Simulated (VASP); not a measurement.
# Sc (P6_3/mmc) in VASP: further runs

Sc is run at these levels: PBE; tasks: single point.

Everything below comes from runs of VASP 6.6.1. Logs are shortened: lines on timing, memory, paths and dates and some standing lists are left out, and cuts for length are marked.

## Step 1: The cell of the first run

Symmetry: P6_3/mmc, No. 194, hexagonal system. Conventional cell: a = 3.319 Å, b = 3.319 Å, c = 5.184 Å, α = 90.00°, β = 90.00°, γ = 120.00°. Within 4.2 Å of Sc (site symmetry -6m2) lie 12 Sc at 3.22 to 3.32 Å.

## Step 2: Single point, PBE

INCAR

```
SYSTEM = Sc
PREC = Accurate
ENCUT = 520
EDIFF = 1E-6
ISMEAR = -1
SIGMA = 0.1
LREAL = .FALSE.
LASPH = .TRUE.
NELM = 60
ALGO = Normal
ISIF = 2
LWAVE = .FALSE.
LCHARG = .TRUE.
GGA = PE
LELF = .TRUE.
LVHAR = .TRUE.
NBANDS = 18
```

KPOINTS

```
regular mesh
0
G
  5 5 3
  0 0 0
```

POSCAR

```
Sc
1.0
    3.3193628924      0.0000000000      0.0000000000
   -1.6596814462      2.8746525892      0.0000000000
    0.0000000000      0.0000000000      5.1842605006
Sc
2
Direct
    0.3333333333      0.6666666667      0.2500000000
    0.6666666667      0.3333333333      0.7500000000
```

Potentials or basis: VASP PAW PBE potentials, release 64 (Sc_sv).

Command:

```bash
> cat potpaw_PBE.64/Sc_sv/POTCAR > POTCAR
> mpirun -np 1 vasp_std > vasp.out
```

OUTCAR:

```text
SYSTEM = Sc
   PREC = Accurate
   ENCUT = 520
   EDIFF = 1E-6
   ISMEAR = -1
   LREAL = .FALSE.
   LASPH = .TRUE.
   NELM = 60
   ISIF = 2
   GGA = PE

 ion  position               nearest neighbor table
   1  0.333  0.667  0.250-   2 3.22   2 3.22   2 3.22   2 3.22   2 3.22   2 3.22
   2  0.667  0.333  0.750-   1 3.22   1 3.22   1 3.22   1 3.22   1 3.22   1 3.22

  LATTYP: Found a hexagonal cell.
 ALAT       =     3.3193628924
 C/A-ratio  =     1.5618239610

  Lattice vectors:

 A1 = (   3.3193628924,   0.0000000000,   0.0000000000)
 A2 = (  -1.6596814462,   2.8746525892,   0.0000000000)
 A3 = (   0.0000000000,   0.0000000000,   5.1842605006)

Analysis of symmetry for initial positions (statically):
=====================================================================
 Subroutine PRICEL returns:
 Original cell was already a primitive cell.

 Routine SETGRP: Setting up the symmetry group for a
 hexagonal supercell.

 Subroutine GETGRP returns: Found 24 space group operations
 (whereof 12 operations were pure point group operations)
 out of a pool of 24 trial point group operations.

The static configuration has the point symmetry D_3d.
 The point group associated with its full space group is D_6h.

Analysis of symmetry for dynamics (positions and initial velocities):
=====================================================================
 Subroutine PRICEL returns:
 Original cell was already a primitive cell.

 Routine SETGRP: Setting up the symmetry group for a
 hexagonal supercell.

 Subroutine GETGRP returns: Found 24 space group operations
 (whereof 12 operations were pure point group operations)
 out of a pool of 24 trial point group operations.

The dynamic configuration has the point symmetry D_3d.
 The point group associated with its full space group is D_6h.

 Subroutine INISYM returns: Found 24 space group operations
 (whereof 12 operations are pure point group operations),
 and found     1 'primitive' translations

----------------------------------------------------------------------------------------

                                     Primitive cell

  volume of cell :      49.4683

  direct lattice vectors                    reciprocal lattice vectors
     3.319362892  0.000000000  0.000000000     0.301262632  0.173934061  0.000000000
    -1.659681446  2.874652589  0.000000000     0.000000000  0.347868123  0.000000000
     0.000000000  0.000000000  5.184260501     0.000000000  0.000000000  0.192891542
[... 61 lines left out ...]
   ISTART =      0    job   : 0-new  1-cont  2-samecut
   ICHARG =      2    charge: 1-file 2-atom 10-const
   ISPIN  =      1    spin polarized calculation?
   LNONCOLLINEAR =      F non collinear calculations
   LSORBIT =      F    spin-orbit coupling
   LASPH  =      T    aspherical Exc in radial PAW
   ENCUT  =  520.0 eV  38.22 Ry    6.18 a.u.   6.17  6.17  9.64*2*pi/ulx,y,z
   NELM   =     60;   NELMIN=  2; NELMDL= -5     # of ELM steps
   EDIFF  = 0.1E-05   stopping-criterion for ELM
   LREAL  =      F    real-space projection
   EDIFFG = 0.1E-04   stopping-criterion for IOM
   NSW    =      0    number of steps for IOM
   IBRION =     -1    ionic relax: 0-MD 1-quasi-New 2-CG
   NFREE  =      0    steps in history (QN), initial steepest desc. (CG)
   ISIF   =      2    stress and relaxation
   ISYM   =      2    0-nonsym 1-usesym 2-fastsym
   POTIM  = 0.5000    time-step for ionic-motion
   TEBEG  =    0.0;   TEEND  =   0.0 temperature during run
   PSTRESS=    0.0 pullay stress
   NELECT =      22.0000    total number of electrons
   NUPDOWN=      -1.0000    fix difference up-down
   EMIN   =  10.00;   EMAX   =-10.00  energy-range for DOS
   EFERMI =   0.00;   METHOD = LEGACY
   ISMEAR =    -1;   SIGMA  =   0.10  broadening in eV -4-tet -1-fermi 0-gaus
   EFERMI_NEDOS =   21; number of points for ismear=-14 and -15
   IALGO  =     38    algorithm
   IMIX   =      4    mixing-type and parameters
     AMIX     =   0.40;   BMIX     =  1.00
     AMIX_MAG =   1.60;   BMIX_MAG =  1.00
  volume/ion in A,a.u.               =      24.73       166.91
  Fermi-wavevector in a.u.,A,eV,Ry     =   1.249607  2.361415 21.245735  1.561517
  Thomas-Fermi vector in A             =   2.383640
   LORBIT       =      0    0 simple, 1 ext, 2 COOP (PROOUT), +10 PAW based schemes
   GGA     = PE    functional components
[... 5 lines left out ...]
 non-spin polarized calculation
  energy-cutoff  :      520.00
  volume of cell :       49.47
 maximum number of plane-waves:      1339
 NGX is ok and might be reduce to    28
   NGX = 13   NGY = 13   NGZ = 19

 number of electron      21.9999995 magnetization

 Free energy of the ion-electron system (eV)
  ---------------------------------------------------
  ext. energy  EPLUGINS =         0.00000000
  ---------------------------------------------------
  free energy    TOTEN  =       -12.54186747 eV

  energy without entropy =      -12.38827613  energy(sigma->0) =      -12.46507180

 E-fermi :   3.6515     XC(G=0):  -9.8625

 val. band max:        3.6326095344   @ k =   0.2000   0.2000   0.3333
 cond. band min:       3.6745997074   @ k =   0.2000   0.0000   0.0000
 fundamental gap:      0.0419901730
 Fermi energy:         3.6515064264

 k-point     1 :       0.0000    0.0000    0.0000
  band No.  band energies     occupation
      1     -45.7613      2.00000
      2     -45.6920      2.00000
      3     -24.5966      2.00000
      4     -24.2448      2.00000
      5     -24.2448      2.00000
      6     -24.1799      2.00000
[... 187 lines left out ...]
      5     -24.3827      2.00000
      6     -24.3211      2.00000
[... 10 lines left out ...]
     17       7.2217      0.00000
     18       7.4988      0.00000

------------------------ aborting loop because EDIFF is reached ----------------------------------------

  FORCE on cell =-STRESS in cart. coord.  units (eV):
  Direction    XX          YY          ZZ          XY          YZ          ZX
  --------------------------------------------------------------------------------------
  -------------------------------------------------------------------------------------
  Total        0.1110962      0.1110962      0.0241895      0.0000000     -0.0000000      0.0000000
  in kB        3.5981810      3.5981810      0.7834499      0.0000000     -0.0000000      0.0000000
  external PRESSURE =       2.6599373 kB  Pullay stress =       0.0000000 kB

 VOLUME and BASIS-vectors are now :
 -----------------------------------------------------------------------------
  energy-cutoff  :      520.00
  volume of cell :       49.47
      direct lattice vectors                 reciprocal lattice vectors
     3.319362892  0.000000000  0.000000000     0.301262632  0.173934061  0.000000000
    -1.659681446  2.874652589  0.000000000     0.000000000  0.347868123  0.000000000
     0.000000000  0.000000000  5.184260501     0.000000000  0.000000000  0.192891542

 POSITION                                       TOTAL-FORCE (eV/Angst)
 -----------------------------------------------------------------------------------
     -0.00000      1.91644      1.29607        -0.000000      0.000000      0.000000
      1.65968      0.95822      3.88820         0.000000     -0.000000     -0.000000
 -----------------------------------------------------------------------------------
    total drift:                               -0.000000      0.000000     -0.000000

  FREE ENERGIE OF THE ION-ELECTRON SYSTEM (eV)
  ---------------------------------------------------
  free  energy   TOTEN  =       -12.5418674710 eV

  energy  without entropy=      -12.3882761325  energy(sigma->0) =      -12.46507180
```

Wall time 23 s (1 thread of Intel Xeon 8259CL, shared host); peak memory 0.17 GiB.

Results:

```
Free energy            : -12.5419 eV
Pressure               : 0.3 GPa
Band gap on the k mesh : zero (bands 11 and 12 overlap by 1.08 eV)
```

Stress tensor (GPa, compression positive):
```
0.36 0.00 0.00
0.00 0.36 0.00
0.00 0.00 0.08
```

Levels at points of the mesh, in eV from the Fermi level:
```csv
k point,band 7,band 8,band 9,band 10,band 11,band 12,band 13,band 14,band 15,band 16
"(0.00, 0.00, 0.00)",-27.83,-27.82,-5.11,-1.62,0.59,1.61,1.61,1.84,2.05,2.05
```

Caveat: the k points lie up to 0.44 Å⁻¹ apart, too coarse for converged energies and pressures of a metal.

## Step 3: Single point, PBE

INCAR

```
ALGO = Normal ; EDIFF = 1E-6
ENCUT = 520 ; GGA = PE
ISIF = 2 ; ISMEAR = -1
LASPH = T ; LCHARG = F
LREAL = F ; LWAVE = F
NBANDS = 18 ; NELM = 80
PREC = Accurate ; SIGMA = 0.1
```

KPOINTS

```
k-points
0
Gamma
  7 7 4
```

POSCAR is that of step 2.

Potentials or basis: VASP PAW PBE potentials, release 64 (Sc_sv).

Command:

```bash
> cat potpaw_PBE.64/Sc_sv/POTCAR > POTCAR
> mpirun -np 1 vasp_std > vasp.out
```

Wall time 41 s (1 thread of Intel Xeon 8259CL, shared host); peak memory 0.18 GiB.

It converged, with:

- Free energy: -12.5689 eV
- Pressure: -0.1 GPa
- Band gap on the k mesh: zero (bands 11 and 12 overlap by 1.43 eV)

Stress tensor (GPa, compression positive):
```
-0.03  0.00  0.00
 0.00 -0.03  0.00
 0.00  0.00 -0.20
```

Levels at points of the mesh, in eV from the Fermi level:
```csv
k point,band 7,band 8,band 9,band 10,band 11,band 12,band 13,band 14
"(0.00, 0.00, 0.00)",-27.84,-27.82,-5.12,-1.63,0.59,1.60,1.60,1.83
"(0.00, 0.00, 0.50)",-27.87,-27.87,-3.58,-3.58,0.97,0.97,1.51,1.51
```

## Step 4: Single point, PBE

INCAR

```
PREC = Accurate
ENCUT = 520
EDIFF = 1E-6
ISMEAR = -1
SIGMA = 0.1
LREAL = False
LASPH = True
NELM = 80
ALGO = Normal
ISIF = 2
LWAVE = False
LCHARG = False
GGA = PE
NBANDS = 18
```

KPOINTS

```
regular mesh
0
Gamma
  9 9 5
```

POSCAR is that of step 3.

Potentials or basis: VASP PAW PBE potentials, release 64 (Sc_sv).

Command:

```bash
> cat potpaw_PBE.64/Sc_sv/POTCAR > POTCAR
> mpirun -np 1 vasp_std > vasp.out
```

OUTCAR:

```text
PREC = Accurate
   ENCUT = 520
   EDIFF = 1E-6
   ISMEAR = -1
   LREAL = False
   LASPH = True
   NELM = 80
   ISIF = 2
   GGA = PE

 ion  position               nearest neighbor table
   1  0.333  0.667  0.250-   2 3.22   2 3.22   2 3.22   2 3.22   2 3.22   2 3.22
   2  0.667  0.333  0.750-   1 3.22   1 3.22   1 3.22   1 3.22   1 3.22   1 3.22

  LATTYP: Found a hexagonal cell.
 ALAT       =     3.3193628924
 C/A-ratio  =     1.5618239610

  Lattice vectors:

[... 691 lines left out ...]
 [... further k-points ...]

------------------------ aborting loop because EDIFF is reached ----------------------------------------

  FORCE on cell =-STRESS in cart. coord.  units (eV):
  Direction    XX          YY          ZZ          XY          YZ          ZX
  --------------------------------------------------------------------------------------
  -------------------------------------------------------------------------------------
  Total       -0.0076113     -0.0076113      0.0218734      0.0000000      0.0000000      0.0000000
  in kB       -0.2465151     -0.2465151      0.7084350      0.0000000      0.0000000      0.0000000
  external PRESSURE =       0.0718016 kB  Pullay stress =       0.0000000 kB

 VOLUME and BASIS-vectors are now :
 -----------------------------------------------------------------------------
  energy-cutoff  :      520.00
  volume of cell :       49.47
      direct lattice vectors                 reciprocal lattice vectors
     3.319362892  0.000000000  0.000000000     0.301262632  0.173934061  0.000000000
    -1.659681446  2.874652589  0.000000000     0.000000000  0.347868123  0.000000000
     0.000000000  0.000000000  5.184260501     0.000000000  0.000000000  0.192891542

 POSITION                                       TOTAL-FORCE (eV/Angst)
 -----------------------------------------------------------------------------------
     -0.00000      1.91644      1.29607         0.000000     -0.000000     -0.000000
      1.65968      0.95822      3.88820        -0.000000      0.000000      0.000000
 -----------------------------------------------------------------------------------
    total drift:                               -0.000000      0.000000     -0.000000

  FREE ENERGIE OF THE ION-ELECTRON SYSTEM (eV)
  ---------------------------------------------------
  free  energy   TOTEN  =       -12.5639928071 eV

  energy  without entropy=      -12.4387476276  energy(sigma->0) =      -12.50137022
```

OSZICAR:

```text
N       E                     dE             d eps       ncg     rms          rms(c)
DAV:   1     0.362150219086E+03    0.36215E+03   -0.10998E+04  1296   0.129E+03
DAV:   2     0.649036706445E+01   -0.35566E+03   -0.34847E+03  1576   0.539E+02
DAV:   3    -0.135184328916E+02   -0.20009E+02   -0.19176E+02  2152   0.153E+02
DAV:   4    -0.139530870786E+02   -0.43465E+00   -0.43223E+00  1950   0.210E+01
DAV:   5    -0.139581881828E+02   -0.51011E-02   -0.50997E-02  2230   0.243E+00    0.756E+00
DAV:   6    -0.127304465959E+02    0.12277E+01   -0.28207E+00  1718   0.185E+01    0.226E+00
DAV:   7    -0.125753460401E+02    0.15510E+00   -0.70466E-01  1762   0.839E+00    0.876E-01
DAV:   8    -0.125656352331E+02    0.97108E-02   -0.32082E-02  1680   0.225E+00    0.256E-01
DAV:   9    -0.125639778231E+02    0.16574E-02   -0.88964E-03  1754   0.984E-01    0.208E-02
DAV:  10    -0.125639968261E+02   -0.19003E-04   -0.13855E-04  2078   0.157E-01    0.873E-03
DAV:  11    -0.125639904599E+02    0.63662E-05   -0.45663E-06  1748   0.254E-02    0.209E-03
DAV:  12    -0.125639930165E+02   -0.25566E-05   -0.31740E-07   962   0.797E-03    0.100E-03
DAV:  13    -0.125639928071E+02    0.20940E-06   -0.67738E-08   876   0.553E-03
   1 F= -.12563993E+02 E0= -.12501370E+02  d E =-.125245E+00
```

stdout:

```text
POSCAR found type information on POSCAR Sc
 POSCAR found :  1 types and       2 ions
 scaLAPACK will be used
 LDA part: xc-table for (Slater+PW92), standard interpolation
 POSCAR, INCAR and KPOINTS ok, starting setup
 FFT: planning ... GRIDC
 FFT: planning ... GRID_SOFT
 FFT: planning ... GRID
 WAVECAR not read
 entering main loop
```

Wall time 57 s (1 thread of Intel Xeon 8259CL, shared host); peak memory 0.19 GiB.

What came out:

* Free energy: -12.5640 eV
* Pressure: 0.0 GPa
* Band gap on the k mesh: zero (bands 11 and 12 overlap by 1.22 eV)

Stress tensor (GPa, compression positive):
```
-0.02  0.00  0.00
 0.00 -0.02  0.00
 0.00  0.00  0.07
```

## Step 5: Single point, PBE

INCAR

```
SYSTEM = Sc
PREC = Accurate
ENCUT = 520
EDIFF = 1E-6
ISMEAR = -1
SIGMA = 0.1
LREAL = .False.
LASPH = .True.
NELM = 60
ALGO = Normal
ISIF = 2
LWAVE = .False.
LCHARG = .False.
GGA = PE
NBANDS = 18
```

KPOINTS

```
Automatic mesh
0
Gamma
  11 11 6
  0 0 0
```

POSCAR is that of step 4.

Command:

```bash
> cat potpaw_PBE.64/Sc_sv/POTCAR > POTCAR
> mpirun -np 1 vasp_std > vasp.out
```

Wall time 93 s (1 thread of Intel Xeon 8259CL, shared host); peak memory 0.2 GiB.

Results (log left out):

```
Free energy            : -12.5637 eV
Pressure               : 0.0 GPa
Band gap on the k mesh : zero (bands 11 and 12 overlap by 1.46 eV)
```

Levels at points of the mesh, in eV from the Fermi level:
```csv
k point,band 7,band 8,band 9,band 10,band 11,band 12,band 13,band 14,band 15,band 16
"(0.00, 0.00, 0.00)",-27.84,-27.82,-5.12,-1.63,0.58,1.59,1.59,1.83,2.04,2.04
"(0.00, 0.00, 0.50)",-27.88,-27.88,-3.59,-3.59,0.97,0.97,1.51,1.51,1.51,1.51
```

(Part 1 of 2 ends here.)
